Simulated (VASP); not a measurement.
# MoS2 (P6_3/mmc) in VASP: a series of runs, part 2 of 2

VASP 6.6.1. Earlier steps stand in the parts before.

### 3 Single point, PBEsol (19.63 Å³/atom)

Contents of INCAR:

```
PREC = Accurate
ENCUT = 520
EDIFF = 1E-6
ISMEAR = 1
SIGMA = 0.2
LREAL = False
LASPH = True
NELM = 100
ALGO = Normal
ISIF = 2
LWAVE = False
LCHARG = False
GGA = PS
NBANDS = 35
```

Contents of KPOINTS:

```
Automatic mesh
0
Gamma
  12 12 4
```

Contents of POSCAR:

```
MoS2
1.0
    3.4001948712      0.0000000000      0.0000000000
   -1.7000974356      2.9446551363      0.0000000000
    0.0000000000      0.0000000000     11.7616140790
Mo S
2 4
Direct
    0.3333333333      0.6666666667      0.2500000000
    0.6666666667      0.3333333333      0.7500000000
    0.3333333333      0.6666666667      0.6259932117
    0.6666666667      0.3333333333      0.1259932117
    0.3333333333      0.6666666667      0.8740067883
    0.6666666667      0.3333333333      0.3740067883
```

Potentials or basis: VASP PAW PBE potentials, release 64 (Mo_sv, S).

Run with:

```
> cat potpaw_PBE.64/Mo_sv/POTCAR potpaw_PBE.64/S/POTCAR > POTCAR
> mpirun -np 1 vasp_std > vasp.out
```

OUTCAR:

```text
PREC = Accurate
   ENCUT = 520
   EDIFF = 1E-6
   ISMEAR = 1
   LREAL = False
   LASPH = True
   NELM = 100
   ISIF = 2
   GGA = PS

 ion  position               nearest neighbor table
   1  0.333  0.667  0.250-   4 2.45   6 2.45   4 2.45   6 2.45   4 2.45   6 2.45
   2  0.667  0.333  0.750-   3 2.45   5 2.45   3 2.45   5 2.45   3 2.45   5 2.45
   3  0.333  0.667  0.626-   2 2.45   2 2.45   2 2.45
   4  0.667  0.333  0.126-   1 2.45   1 2.45   1 2.45
   5  0.333  0.667  0.874-   2 2.45   2 2.45   2 2.45
   6  0.667  0.333  0.374-   1 2.45   1 2.45   1 2.45

  LATTYP: Found a hexagonal cell.
 ALAT       =     3.4001948712
 C/A-ratio  =     3.4591000000

  Lattice vectors:

 A1 = (   3.4001948712,   0.0000000000,   0.0000000000)
 A2 = (  -1.7000974356,   2.9446551363,   0.0000000000)
 A3 = (   0.0000000000,   0.0000000000,  11.7616140790)

Analysis of symmetry for initial positions (statically):
=====================================================================
 Subroutine PRICEL returns:
 Original cell was already a primitive cell.

 Routine SETGRP: Setting up the symmetry group for a
 hexagonal supercell.

 Subroutine GETGRP returns: Found 24 space group operations
 (whereof 12 operations were pure point group operations)
 out of a pool of 24 trial point group operations.

The static configuration has the point symmetry D_3d.
 The point group associated with its full space group is D_6h.

Analysis of symmetry for dynamics (positions and initial velocities):
=====================================================================
 Subroutine PRICEL returns:
 Original cell was already a primitive cell.

 Routine SETGRP: Setting up the symmetry group for a
 hexagonal supercell.

 Subroutine GETGRP returns: Found 24 space group operations
 (whereof 12 operations were pure point group operations)
 out of a pool of 24 trial point group operations.
[... 125 lines left out ...]
   ISMEAR =     1;   SIGMA  =   0.20  broadening in eV -4-tet -1-fermi 0-gaus
   EFERMI_NEDOS =   21; number of points for ismear=-14 and -15
   IALGO  =     38    algorithm
   IMIX   =      4    mixing-type and parameters
     AMIX     =   0.40;   BMIX     =  1.00
     AMIX_MAG =   1.60;   BMIX_MAG =  1.00
  volume/ion in A,a.u.               =      19.63       132.45
  Fermi-wavevector in a.u.,A,eV,Ry     =   1.246640  2.355807 21.144951  1.554110
  Thomas-Fermi vector in A             =   2.380808
   LORBIT       =      0    0 simple, 1 ext, 2 COOP (PROOUT), +10 PAW based schemes
   GGA     = PS    functional components
   LHFCALC =     F    Hartree Fock is set to
   AEXX    =    0.0000 exact exchange contribution
   IVDW    =     0    specifies the selected vdW correction
   LEPSILON=     F    determine dielectric tensor
   LRPA    =     F    only Hartree local field effects (RPA)
 non-spin polarized calculation
 Methfessel and Paxton  Order N= 1 SIGMA  =   0.20
  energy-cutoff  :      520.00
  volume of cell :      117.76
 maximum number of plane-waves:      3194
 NGX is ok and might be reduce to    28
   NGX = 13   NGY = 13   NGZ = 43

 number of electron      51.9999999 magnetization

 Free energy of the ion-electron system (eV)
  ---------------------------------------------------
  ext. energy  EPLUGINS =         0.00000000
  ---------------------------------------------------
  free energy    TOTEN  =       -45.81168626 eV

  energy without entropy =      -45.81288399  energy(sigma->0) =      -45.81208551

 E-fermi :   6.5454     XC(G=0): -10.5155

 val. band max:        6.4922177196   @ k =   0.0833   0.0000   0.0000
 cond. band min:       6.6999522376   @ k =   0.0000   0.0000   0.5000
 fundamental gap:      0.2077345180
 Fermi energy:         6.5453767841

 k-point     1 :       0.0000    0.0000    0.0000
  band No.  band energies     occupation
      1     -55.2598      2.00000
      2     -55.2598      2.00000
      3     -29.3244      2.00000
      4     -29.3244      2.00000
      5     -29.3244      2.00000
      6     -29.3244      2.00000
[... 901 lines left out ...]
     34       9.5525     -0.00000
     35      12.4860      0.00000

 [... further k-points ...]
[... 5 lines left out ...]
  --------------------------------------------------------------------------------------
  -------------------------------------------------------------------------------------
  Total      -12.1939049    -12.1939049      2.4265935     -0.0000000      0.0000000      0.0000000
  in kB     -165.9006985   -165.9006985     33.0143262     -0.0000000      0.0000000      0.0000000
  external PRESSURE =     -99.5956903 kB  Pullay stress =       0.0000000 kB

 VOLUME and BASIS-vectors are now :
 -----------------------------------------------------------------------------
  energy-cutoff  :      520.00
  volume of cell :      117.76
      direct lattice vectors                 reciprocal lattice vectors
     3.400194871  0.000000000  0.000000000     0.294100791  0.169799171  0.000000000
    -1.700097436  2.944655136  0.000000000     0.000000000  0.339598341  0.000000000
     0.000000000  0.000000000 11.761614079     0.000000000  0.000000000  0.085022344

 POSITION                                       TOTAL-FORCE (eV/Angst)
 -----------------------------------------------------------------------------------
     -0.00000      1.96310      2.94040        -0.000000      0.000000     -0.000000
      1.70010      0.98155      8.82121         0.000000      0.000000     -0.000000
     -0.00000      1.96310      7.36269         0.000000     -0.000000     -0.311221
      1.70010      0.98155      1.48188        -0.000000      0.000000     -0.311221
     -0.00000      1.96310     10.27973         0.000000     -0.000000      0.311221
      1.70010      0.98155      4.39892        -0.000000     -0.000000      0.311221
 -----------------------------------------------------------------------------------
    total drift:                                0.000000     -0.000000      0.000000

  FREE ENERGIE OF THE ION-ELECTRON SYSTEM (eV)
  ---------------------------------------------------
  free  energy   TOTEN  =       -45.8116862630 eV

  energy  without entropy=      -45.8128839895  energy(sigma->0) =      -45.81208551
```

stdout:

```text
POSCAR found type information on POSCAR MoS
 POSCAR found :  2 types and       6 ions
 scaLAPACK will be used
 -----------------------------------------------------------------------------
|                                                                             |
|                                                                             |
|     You enforced a specific xc type in the INCAR file but a different       |
|     I HOPE YOU KNOW WHAT YOU ARE DOING!                                     |
|                                                                             |
 -----------------------------------------------------------------------------

 LDA part: xc-table for (Slater+PW92), standard interpolation
 POSCAR, INCAR and KPOINTS ok, starting setup
 FFT: planning ... GRIDC
 FFT: planning ... GRID_SOFT
 FFT: planning ... GRID
 WAVECAR not read
 entering main loop
```

Run time: 3.3 min. Hardware: 1 thread of AMD EPYC 7R13 (Zen 3), shared host; peak memory 0.32 GiB.

What came out:

```
Free energy            : -45.8117 eV
Pressure               : -10.0 GPa
Largest force          : 0.311 eV/Å
Band gap on the k mesh : zero (bands 26 and 27 overlap by 0.35 eV)
```

Forces in eV/Å, atoms in the order of the input:
```
Mo   0.000  0.000  0.000
Mo   0.000  0.000  0.000
S    0.000  0.000 -0.311
S    0.000  0.000 -0.311
S    0.000  0.000  0.311
S    0.000  0.000  0.311
```

Stress tensor (GPa, compression positive):
```
-16.59   0.00   0.00
  0.00 -16.59   0.00
  0.00   0.00   3.30
```

Caveat: the stress differs along the axes, from -17 to 3 GPa; the PAW data sets were made with another functional, which shifts forces and pressure a little; this functional lacks dispersion, which binds layers or chains, so the pressure and a relaxed spacing across them are unreliable.

The gap in the log of VASP goes by the Fermi energy; the results here count the filled bands.